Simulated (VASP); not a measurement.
# Al3Cu (Pm-3m) in VASP: a series of runs, part 2 of 3

VASP 6.6.1. The steps go on from the part before.

## 3. Single point, r2SCAN (14.26 Å³/atom)

This run uses another cell than the first one, of 14.26 Å³/atom.

Contents of POSCAR:

```
Al3Cu
1.0
    3.8498339428      0.0000000000      0.0000000000
    0.0000000000      3.8498339428      0.0000000000
    0.0000000000      0.0000000000      3.8498339428
Al Cu
3 1
Direct
    0.0000000000      0.5000000000      0.5000000000
    0.5000000000      0.0000000000      0.5000000000
    0.5000000000      0.5000000000      0.0000000000
    0.0000000000      0.0000000000      0.0000000000
```

Contents of INCAR.step1:

```
ALGO = Normal ; EDIFF = 1E-4
ENCUT = 520 ; GGA = PE
ISMEAR = 0 ; LASPH = T
LCHARG = F ; LREAL = F
LWAVE = T ; NBANDS = 18
NELM = 60 ; PREC = Accurate
SIGMA = 0.1
```

Contents of INCAR.step2:

```
ALGO = Normal ; EDIFF = 1E-6
ENCUT = 520 ; ISIF = 2
ISMEAR = 0 ; ISTART = 1
LASPH = T ; LCHARG = T
LELF = T ; LMIXTAU = T
LREAL = F ; LVHAR = T
LWAVE = F ; METAGGA = R2SCAN
NBANDS = 18 ; NELM = 60
PREC = Accurate ; SIGMA = 0.1
```

Contents of KPOINTS:

```
k-points
0
Gamma
  12 12 12
```

Potentials or basis: VASP PAW PBE potentials, release 64 (Al, Cu).

Launch:

```
$ cat potpaw_PBE.64/Al/POTCAR potpaw_PBE.64/Cu/POTCAR > POTCAR
$ cp INCAR.step1 INCAR
$ mpirun -np 1 vasp_std > vasp.out
$ cp INCAR.step2 INCAR
$ mpirun -np 1 vasp_std > vasp.out
```

OUTCAR:

```text
EDIFF = 1E-6
   ENCUT = 520
   ISIF = 2
   ISMEAR = 0
   ISTART = 1
   LASPH = T
   LREAL = F
   METAGGA = R2SCAN
   NELM = 60
   PREC = Accurate

 ion  position               nearest neighbor table
   1  0.000  0.500  0.500-   2 2.72   3 2.72   4 2.72   3 2.72   4 2.72   2 2.72   4 2.72   4 2.72
                             2 2.72   3 2.72   3 2.72   2 2.72
   2  0.500  0.000  0.500-   1 2.72   3 2.72   4 2.72   3 2.72   4 2.72   1 2.72   3 2.72   3 2.72
                             1 2.72   4 2.72   4 2.72   1 2.72
   3  0.500  0.500  0.000-   1 2.72   2 2.72   4 2.72   1 2.72   2 2.72   2 2.72   4 2.72   2 2.72
                             1 2.72   4 2.72   1 2.72   4 2.72
   4  0.000  0.000  0.000-   1 2.72   2 2.72   3 2.72   1 2.72   2 2.72   1 2.72   3 2.72   1 2.72
                             2 2.72   3 2.72   2 2.72   3 2.72

  LATTYP: Found a simple cubic cell.
 ALAT       =     3.8498339428

  Lattice vectors:

 A1 = (   3.8498339428,   0.0000000000,   0.0000000000)
 A2 = (   0.0000000000,   3.8498339428,   0.0000000000)
 A3 = (   0.0000000000,   0.0000000000,   3.8498339428)

Analysis of symmetry for initial positions (statically):
=====================================================================
 Subroutine PRICEL returns:
 Original cell was already a primitive cell.

 Routine SETGRP: Setting up the symmetry group for a
 simple cubic supercell.

 Subroutine GETGRP returns: Found 48 space group operations
 (whereof 48 operations were pure point group operations)
 out of a pool of 48 trial point group operations.

The static configuration has the point symmetry O_h .

Analysis of symmetry for dynamics (positions and initial velocities):
=====================================================================
 Subroutine PRICEL returns:
 Original cell was already a primitive cell.

 Routine SETGRP: Setting up the symmetry group for a
 simple cubic supercell.

 Subroutine GETGRP returns: Found 48 space group operations
 (whereof 48 operations were pure point group operations)
 out of a pool of 48 trial point group operations.

The dynamic configuration has the point symmetry O_h .

 Subroutine INISYM returns: Found 48 space group operations
 (whereof 48 operations are pure point group operations),
 and found     1 'primitive' translations

----------------------------------------------------------------------------------------

                                     Primitive cell

  volume of cell :      57.0592

  direct lattice vectors                    reciprocal lattice vectors
     3.849833943  0.000000000  0.000000000     0.259751463  0.000000000  0.000000000
     0.000000000  3.849833943  0.000000000     0.000000000  0.259751463  0.000000000
     0.000000000  0.000000000  3.849833943     0.000000000  0.000000000  0.259751463

  length of vectors
     3.849833943  3.849833943  3.849833943     0.259751463  0.259751463  0.259751463

  position of ions in fractional coordinates (direct lattice)
     0.000000000  0.500000000  0.500000000
     0.500000000  0.000000000  0.500000000
     0.500000000  0.500000000  0.000000000
     0.000000000  0.000000000  0.000000000

[... 30 lines left out ...]

 Found     84 irreducible k-points:

 Following reciprocal coordinates:
            Coordinates               Weight
  0.000000  0.000000  0.000000      1.000000
  0.083333  0.000000  0.000000      6.000000
  0.166667  0.000000  0.000000      6.000000
  0.250000  0.000000  0.000000      6.000000
  0.333333  0.000000  0.000000      6.000000
  0.416667  0.000000  0.000000      6.000000
[... 16 lines left out ...]
  0.333333  0.333333  0.000000     12.000000
  0.416667  0.333333  0.000000     24.000000
 [... further k-points ...]
   k-points           NKPTS =     84   k-points in BZ     NKDIM =     84   number of bands    NBANDS=     18
   number of dos      NEDOS =    301   number of ions     NIONS =      4
   total plane-waves  NPLWV =  27000
   dimension x,y,z NGX =    30 NGY =   30 NGZ =   30
   dimension x,y,z NGXF=    60 NGYF=   60 NGZF=   60
   ions per type =               3   1
   NGX,Y,Z   is equivalent  to a cutoff of  12.95, 12.95, 12.95 a.u.
   NGXF,Y,Z  is equivalent  to a cutoff of  25.91, 25.91, 25.91 a.u.
 SYSTEM =  unknown system
   PREC   = accura    normal or accurate (medium, high low for compatibility)
   ISTART =      1    job   : 0-new  1-cont  2-samecut
   ICHARG =      0    charge: 1-file 2-atom 10-const
   ISPIN  =      1    spin polarized calculation?
   LNONCOLLINEAR =      F non collinear calculations
   LSORBIT =      F    spin-orbit coupling
   LASPH  =      T    aspherical Exc in radial PAW
   ENCUT  =  520.0 eV  38.22 Ry    6.18 a.u.   7.16  7.16  7.16*2*pi/ulx,y,z
   NELM   =     60;   NELMIN=  2; NELMDL=  0     # of ELM steps
   EDIFF  = 0.1E-05   stopping-criterion for ELM
   LREAL  =      F    real-space projection
   EDIFFG = 0.1E-04   stopping-criterion for IOM
   NSW    =      0    number of steps for IOM
   IBRION =     -1    ionic relax: 0-MD 1-quasi-New 2-CG
   NFREE  =      0    steps in history (QN), initial steepest desc. (CG)
   ISIF   =      2    stress and relaxation
   ISYM   =      2    0-nonsym 1-usesym 2-fastsym
   POTIM  = 0.5000    time-step for ionic-motion
   TEBEG  =    0.0;   TEEND  =   0.0 temperature during run
   PSTRESS=    0.0 pullay stress
   NELECT =      20.0000    total number of electrons
   NUPDOWN=      -1.0000    fix difference up-down
   EMIN   =  10.00;   EMAX   =-10.00  energy-range for DOS
   EFERMI =   0.00;   METHOD = LEGACY
   ISMEAR =     0;   SIGMA  =   0.10  broadening in eV -4-tet -1-fermi 0-gaus
   EFERMI_NEDOS =   21; number of points for ismear=-14 and -15
   IALGO  =     38    algorithm
   IMIX   =      4    mixing-type and parameters
     AMIX     =   0.40;   BMIX     =  1.00
     AMIX_MAG =   1.60;   BMIX_MAG =  1.00
  volume/ion in A,a.u.               =      14.26        96.26
  Fermi-wavevector in a.u.,A,eV,Ry     =   1.154276  2.181265 18.127750  1.332352
  Thomas-Fermi vector in A             =   2.290913
   LORBIT       =      0    0 simple, 1 ext, 2 COOP (PROOUT), +10 PAW based schemes
   METAGGA = R2SCAN    functional components
   LHFCALC =     F    Hartree Fock is set to
   AEXX    =    0.0000 exact exchange contribution
   IVDW    =     0    specifies the selected vdW correction
   LEPSILON=     F    determine dielectric tensor
   LRPA    =     F    only Hartree local field effects (RPA)
 non-spin polarized calculation
 Gauss-broadening in eV      SIGMA  =   0.10
  energy-cutoff  :      520.00
  volume of cell :       57.06
 maximum number of plane-waves:      1568
 NGX is ok and might be reduce to    30
   NGX = 15   NGY = 15   NGZ = 15

 number of electron      19.9999968 magnetization

 Free energy of the ion-electron system (eV)
  ---------------------------------------------------
  ext. energy  EPLUGINS =         0.00000000
  ---------------------------------------------------
  free energy    TOTEN  =       -31.15085469 eV

  energy without entropy =      -31.14598756  energy(sigma->0) =      -31.14842113

 E-fermi :   8.8277     XC(G=0): -11.7933

 val. band max:        8.8065876840   @ k =   0.0833   0.0833   0.0000
 cond. band min:       8.8721894060   @ k =   0.2500   0.2500   0.0833
 fundamental gap:      0.0656017220
 Fermi energy:         8.8276547701

 k-point     1 :       0.0000    0.0000    0.0000
  band No.  band energies     occupation
      1      -3.3571      2.00000
      2       4.1570      2.00000
      3       4.1570      2.00000
      4       4.9457      2.00000
      5       4.9457      2.00000
      6       4.9457      2.00000
[... 481 lines left out ...]
      5       4.6508      2.00000
      6       4.7481      2.00000
[... 10 lines left out ...]
     17      16.4664      0.00000
     18      16.8674      0.00000

 [... further k-points ...]

------------------------ aborting loop because EDIFF is reached ----------------------------------------

  FORCE on cell =-STRESS in cart. coord.  units (eV):
  Direction    XX          YY          ZZ          XY          YZ          ZX
  --------------------------------------------------------------------------------------
  -------------------------------------------------------------------------------------
  Total        1.1530642      1.1530642      1.1530642      0.0000000     -0.0000000      0.0000000
  in kB       32.3771093     32.3771093     32.3771093      0.0000000     -0.0000000      0.0000000
  external PRESSURE =      32.3771093 kB  Pullay stress =       0.0000000 kB

 VOLUME and BASIS-vectors are now :
 -----------------------------------------------------------------------------
  energy-cutoff  :      520.00
  volume of cell :       57.06
      direct lattice vectors                 reciprocal lattice vectors
     3.849833943  0.000000000  0.000000000     0.259751463  0.000000000  0.000000000
     0.000000000  3.849833943  0.000000000     0.000000000  0.259751463  0.000000000
     0.000000000  0.000000000  3.849833943     0.000000000  0.000000000  0.259751463

 POSITION                                       TOTAL-FORCE (eV/Angst)
 -----------------------------------------------------------------------------------
      0.00000      1.92492      1.92492         0.000000      0.000000      0.000000
      1.92492      0.00000      1.92492         0.000000      0.000000      0.000000
      1.92492      1.92492      0.00000         0.000000      0.000000      0.000000
      0.00000      0.00000      0.00000         0.000000      0.000000      0.000000
 -----------------------------------------------------------------------------------
    total drift:                               -0.000000     -0.000000     -0.000000

  FREE ENERGIE OF THE ION-ELECTRON SYSTEM (eV)
  ---------------------------------------------------
  free  energy   TOTEN  =       -31.1508546937 eV

  energy  without entropy=      -31.1459875605  energy(sigma->0) =      -31.14842113
```

It took 2.6 min on 1 thread of AMD EPYC 9R45 (Zen 5), shared host; peak memory 0.2 GiB.

What came out:

* Free energy: -31.1509 eV
* Pressure: 3.2 GPa
* Band gap on the k mesh: zero (bands 10 and 11 overlap by 4.17 eV)

Caveat: the cell stands under pressure; the PAW data sets were made with another functional, which shifts forces and pressure a little.

## 4. Single point, r2SCAN

This run uses another cell than the first one, of 14.71 Å³/atom.

Contents of POSCAR:

```
Al3Cu
1.0
    3.8891206760      0.0000000000      0.0000000000
    0.0000000000      3.8891206760      0.0000000000
    0.0000000000      0.0000000000      3.8891206760
Al Cu
3 1
Direct
    0.0000000000      0.5000000000      0.5000000000
    0.5000000000      0.0000000000      0.5000000000
    0.5000000000      0.5000000000      0.0000000000
    0.0000000000      0.0000000000      0.0000000000
```

Contents of INCAR.step1:

```
SYSTEM = Al3Cu
PREC = Accurate
ENCUT = 520
ISMEAR = 0
SIGMA = 0.1
LREAL = .FALSE.
LASPH = .TRUE.
NELM = 60
NBANDS = 18
GGA = PE
ALGO = Normal
EDIFF = 1E-4
LWAVE = .TRUE.
LCHARG = .FALSE.
```

Contents of INCAR.step2:

```
SYSTEM = Al3Cu
PREC = Accurate
ENCUT = 520
EDIFF = 1E-7
ISMEAR = 0
SIGMA = 0.1
LREAL = .FALSE.
LASPH = .TRUE.
NELM = 60
ALGO = Normal
ISIF = 2
LWAVE = .FALSE.
LCHARG = .FALSE.
METAGGA = R2SCAN
LMIXTAU = .TRUE.
NBANDS = 18
ISTART = 1
```

Contents of KPOINTS:

```
regular mesh
0
G
  12 12 12
  0 0 0
```

Launch:

```
$ cat potpaw_PBE.64/Al/POTCAR potpaw_PBE.64/Cu/POTCAR > POTCAR
$ cp INCAR.step1 INCAR
$ mpirun -np 1 vasp_std > vasp.out
$ cp INCAR.step2 INCAR
$ mpirun -np 1 vasp_std > vasp.out
```

Run time: 2.9 min. Hardware: 1 thread of AMD EPYC 9R45 (Zen 5), shared host; peak memory 0.2 GiB.

It converged, with:

| Item | Value |
| --- | --- |
| Free energy | -31.1675 eV |
| Pressure | -0.1 GPa |
| Band gap on the k mesh | zero (bands 10 and 11 overlap by 4.19 eV) |

Levels at points of the mesh, in eV from the Fermi level:
```
           k point  band 6  band 7  band 8  band 9  band 10  band 11  band 12  band 13  band 14  band 15
(0.00, 0.00, 0.00)   -3.77   -2.62   -2.62   -2.62    -0.64     0.65     0.65     6.98     6.98     6.98
(0.50, 0.00, 0.00)   -3.74   -3.55    0.22    0.22     0.32     0.32     0.64     2.39     2.49     3.87
(0.50, 0.50, 0.00)   -4.02   -3.55   -3.47   -3.23     1.39     3.13     3.13     3.47     4.11     4.11
(0.50, 0.50, 0.50)   -4.36   -4.36   -3.54   -3.54    -2.53    -1.92    -1.92    -1.92    12.94    12.94
```

Caveat: the PAW data sets were made with another functional, which shifts forces and pressure a little.

## 5. Single point, r2SCAN

This run uses another cell than the first one, of 15.11 Å³/atom.

Contents of POSCAR:

```
Al3Cu
1.0
    3.9241510000      0.0000000000      0.0000000000
    0.0000000000      3.9241510000      0.0000000000
    0.0000000000      0.0000000000      3.9241510000
Al Cu
3 1
Direct
    0.0000000000      0.5000000000      0.5000000000
    0.5000000000      0.0000000000      0.5000000000
    0.5000000000      0.5000000000      0.0000000000
    0.0000000000      0.0000000000      0.0000000000
```

Contents of INCAR.step1:

```
SYSTEM = Al3Cu
PREC     = Accurate       ! precision mode
ENCUT    = 520            ! plane-wave cutoff, eV
ISMEAR   = 0              ! smearing method
SIGMA    = 0.1            ! smearing width, eV
LREAL    = .False.        ! projectors in reciprocal space
LASPH    = .True.         ! aspherical terms in the spheres
NELM     = 60             ! most SCF steps
NBANDS   = 18             ! bands
GGA      = PE             ! functional
ALGO     = Normal         ! electronic algorithm
EDIFF    = 1E-4           ! SCF threshold, eV
LWAVE    = .True.         ! write WAVECAR
LCHARG   = .False.        ! write CHGCAR
```

Contents of INCAR.step2:

```
SYSTEM = Al3Cu
PREC     = Accurate       ! precision mode
ENCUT    = 520            ! plane-wave cutoff, eV
EDIFF    = 1E-6           ! SCF threshold, eV
ISMEAR   = 0              ! smearing method
SIGMA    = 0.1            ! smearing width, eV
LREAL    = .False.        ! projectors in reciprocal space
LASPH    = .True.         ! aspherical terms in the spheres
NELM     = 60             ! most SCF steps
ALGO     = Normal         ! electronic algorithm
ISIF     = 2              ! what is computed and relaxed
LWAVE    = .False.        ! write WAVECAR
LCHARG   = .False.        ! write CHGCAR
METAGGA  = R2SCAN         ! meta-GGA
LMIXTAU  = .True.       
NBANDS   = 18             ! bands
ISTART   = 1
```

Contents of KPOINTS:

```
Automatic mesh
0
Gamma
  12 12 12
  0 0 0
```

Potentials or basis: VASP PAW PBE potentials, release 64 (Al, Cu).

Launch:

```
$ cat potpaw_PBE.64/Al/POTCAR potpaw_PBE.64/Cu/POTCAR > POTCAR
$ cp INCAR.step1 INCAR
$ mpirun -np 1 vasp_std > vasp.out
$ cp INCAR.step2 INCAR
$ mpirun -np 1 vasp_std > vasp.out
```

OUTCAR:

```text
SYSTEM = Al3Cu
   PREC = Accurate
   ENCUT = 520
   EDIFF = 1E-6
   ISMEAR = 0
   LREAL = .False.
   LASPH = .True.
   NELM = 60
   ISIF = 2
   METAGGA = R2SCAN
   ISTART = 1

 ion  position               nearest neighbor table
   1  0.000  0.500  0.500-   2 2.77   3 2.77   4 2.77   3 2.77   4 2.77   2 2.77   4 2.77   4 2.77
                             2 2.77   3 2.77   3 2.77   2 2.77
   2  0.500  0.000  0.500-   1 2.77   3 2.77   4 2.77   3 2.77   4 2.77   1 2.77   3 2.77   3 2.77
[... 710 lines left out ...]
  Direction    XX          YY          ZZ          XY          YZ          ZX
  --------------------------------------------------------------------------------------
  -------------------------------------------------------------------------------------
  Total       -1.0659260     -1.0659260     -1.0659260     -0.0000000      0.0000000     -0.0000000
  in kB      -28.2618434    -28.2618434    -28.2618434     -0.0000000      0.0000000     -0.0000000
  external PRESSURE =     -28.2618434 kB  Pullay stress =       0.0000000 kB

 VOLUME and BASIS-vectors are now :
 -----------------------------------------------------------------------------
  energy-cutoff  :      520.00
  volume of cell :       60.43
      direct lattice vectors                 reciprocal lattice vectors
     3.924151000  0.000000000  0.000000000     0.254832192  0.000000000  0.000000000
     0.000000000  3.924151000  0.000000000     0.000000000  0.254832192  0.000000000
     0.000000000  0.000000000  3.924151000     0.000000000  0.000000000  0.254832192

 POSITION                                       TOTAL-FORCE (eV/Angst)
 -----------------------------------------------------------------------------------
      0.00000      1.96208      1.96208         0.000000      0.000000      0.000000
      1.96208      0.00000      1.96208         0.000000      0.000000      0.000000
      1.96208      1.96208      0.00000         0.000000      0.000000      0.000000
      0.00000      0.00000      0.00000         0.000000      0.000000      0.000000
 -----------------------------------------------------------------------------------
    total drift:                               -0.000000     -0.000000     -0.000000

  FREE ENERGIE OF THE ION-ELECTRON SYSTEM (eV)
  ---------------------------------------------------
  free  energy   TOTEN  =       -31.1525110205 eV

  energy  without entropy=      -31.1478232287  energy(sigma->0) =      -31.15016712
```

Wall time 2.8 min (1 thread of AMD EPYC 9R45 (Zen 5), shared host); peak memory 0.2 GiB.

What came out:

```
Free energy            : -31.1525 eV
Pressure               : -2.8 GPa
Band gap on the k mesh : zero (bands 10 and 11 overlap by 4.22 eV)
```

Caveat: the PAW data sets were made with another functional, which shifts forces and pressure a little.

[end of part 2 of 3]
